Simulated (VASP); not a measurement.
# NaAl3: single point with PBEsol

Crystal: NaAl3.

```
Na Al
1.0
    -2.18772    2.18772    3.98021
     2.18772   -2.18772    3.98021
     2.18772    2.18772   -3.98021
Na Al
1 3
Cartesian
  0.0000 0.0000 0.0000
  0.0000 2.1877 1.9901
  2.1877 0.0000 1.9901
  0.0000 0.0000 3.9802
```

```
Program             : VASP 6.6.1
Task                : single point
Functional          : PBEsol
Potentials or basis : VASP PAW PBE potentials, release 64 (Na_pv, Al)
Cutoff              : 500 eV
k mesh              : 2 × 2 × 6
Occupations         : gaussian, width 0.1 eV
Spin                : no spin polarisation
```

- Pressure: -1.4 GPa
- Band gap on the k mesh: zero (bands 8 and 9 overlap by 1.94 eV)

Stress tensor (GPa, compression positive):
```
-3.05 -1.32  0.00
-1.32 -3.05  0.00
 0.00  0.00  1.97
```

Levels at points of the mesh, in eV from the Fermi level:
| k point | band 4 | band 5 | band 6 | band 7 | band 8 | band 9 | band 10 | band 11 | band 12 | band 13 |
| --- | --- | --- | --- | --- | --- | --- | --- | --- | --- | --- |
| (0.00, 0.00, 0.00) | -8.97 | -0.79 | -0.31 | -0.25 | 0.32 | 0.33 | 0.79 | 1.03 | 1.06 | 2.26 |
| (0.50, 0.00, 0.00) | -6.86 | -6.13 | -1.92 | -1.85 | -0.05 | 1.05 | 1.32 | 2.47 | 4.66 | 5.40 |
| (0.00, 0.50, 0.00) | -6.86 | -6.13 | -1.92 | -1.85 | -0.05 | 1.05 | 1.32 | 2.47 | 4.66 | 5.40 |
| (0.50, 0.50, 0.00) | -5.36 | -5.31 | -3.76 | -3.10 | -2.50 | -0.86 | 2.56 | 3.99 | 4.43 | 5.81 |
| (0.00, 0.00, 0.50) | -5.38 | -5.29 | -3.73 | -3.13 | -2.48 | -0.86 | 2.54 | 4.01 | 4.40 | 5.83 |
| (0.50, 0.00, 0.50) | -6.86 | -6.13 | -1.92 | -1.85 | -0.05 | 1.05 | 1.32 | 2.47 | 4.66 | 5.40 |
| (0.00, 0.50, 0.50) | -6.86 | -6.13 | -1.92 | -1.85 | -0.05 | 1.05 | 1.32 | 2.47 | 4.66 | 5.40 |
| (0.50, 0.50, 0.50) | -7.11 | -6.19 | -1.75 | -1.71 | -1.70 | 0.67 | 5.64 | 6.13 | 6.15 | 6.38 |

Wall time 14 s on 1 thread of Intel(R) Xeon(R) Platinum 8375C CPU @ 2.90GHz (Ice Lake), with other jobs on the host, peak memory 0.23 GiB.

Caveat: the k points lie up to 0.66 Å⁻¹ apart, too coarse for converged energies and pressures of a metal; the PAW data sets were made with another functional, which shifts forces and pressure a little.
